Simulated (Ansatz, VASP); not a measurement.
InSe2: VASP beside Ansatz

The input INCAR:

```
SYSTEM = InSe2
PREC = Accurate ; ENCUT = 520
EDIFF = 1E-6 ; ISMEAR = 0
SIGMA = 0.15 ; LREAL = .False.
LASPH = .True. ; NELM = 80
ALGO = Normal ; ISIF = 2
LWAVE = .False. ; LCHARG = .True.
GGA = PE ; LELF = .True.
LVHAR = .True. ; NBANDS = 34
```

The input KPOINTS:

```
regular mesh
0
Gamma
  12 12 6
  0 0 0
```

File POSCAR:

```
InSe2
1.0
    3.8873932726      0.0000000000      0.0000000000
    0.0000000000      3.8873932726      0.0000000000
    0.0000000000      0.0000000000      9.3432335618
In Se
2 4
Direct
    0.0000000000      0.5000000000      0.7035851637
    0.5000000000      0.0000000000      0.2964148363
    0.0000000000      0.5000000000      0.3657877574
    0.5000000000      0.0000000000      0.6342122426
    0.0000000000      0.0000000000      0.0000000000
    0.5000000000      0.5000000000      0.0000000000
```

Input for Ansatz:

```yaml
crystal:
  lattice:
    - [3.8873932726, 0.0, 0.0]
    - [0.0, 3.8873932726, 0.0]
    - [0.0, 0.0, 9.3432335618]
  atoms:
    - { symbol: In, position: [0.0, 0.5, 0.7035851637] }
    - { symbol: In, position: [0.5, 0.0, 0.2964148363] }
    - { symbol: Se, position: [0.0, 0.5, 0.3657877574] }
    - { symbol: Se, position: [0.5, 0.0, 0.6342122426] }
    - { symbol: Se, position: [0.0, 0.0, 0.0] }
    - { symbol: Se, position: [0.5, 0.5, 0.0] }
basis:
  ecutwfc: 420
kpoints:
  mp_grid: { grid: [12, 12, 6] }
hamiltonian:
  xc: pbe
scf:
  occupations: { method: gaussian, width: 0.15 }
output:
  forces: true
  stress: true
  eigenvalues: true
```

Change from the starting cell: strain +0.000 along x and y, -0.040 along z, atoms carried along.

Alike in both runs: task single point; functional PBE; k mesh 12 × 12 × 6; occupations gaussian, width 0.15 eV; no spin polarisation.

```csv
,VASP,Ansatz
version,VASP 6.6.1,Ansatz 0.2.0
potentials or method,"VASP PAW PBE potentials, release 64 (In_d, Se), cutoff 520 eV","scalar-relativistic, plane waves, PAW"
valence electrons in the cell,50,90
```

VASP gave:

- gap on the k mesh at the Fermi level (eV): none
- pressure (GPa): 1.2
- traceless stress, the component that is largest in VASP (GPa): 1.03
- rms of the force components (eV/Å): 0.021

Question: Estimate Ansatz's values.

Answer: gap on the k mesh at the Fermi level (eV): none; pressure (GPa): 1.2; traceless stress, the component that is largest in VASP (GPa): 1.05; rms of the force components (eV/Å): 0.020.

Atom by atom the forces differ by 0.000 eV/Å (rms over components). A gap of «none» marks a metal or a gap that the smearing closes. VASP's potentials hold 50 valence electrons a cell and Ansatz's 90, so a difference there can come from the potentials and not from the codes.
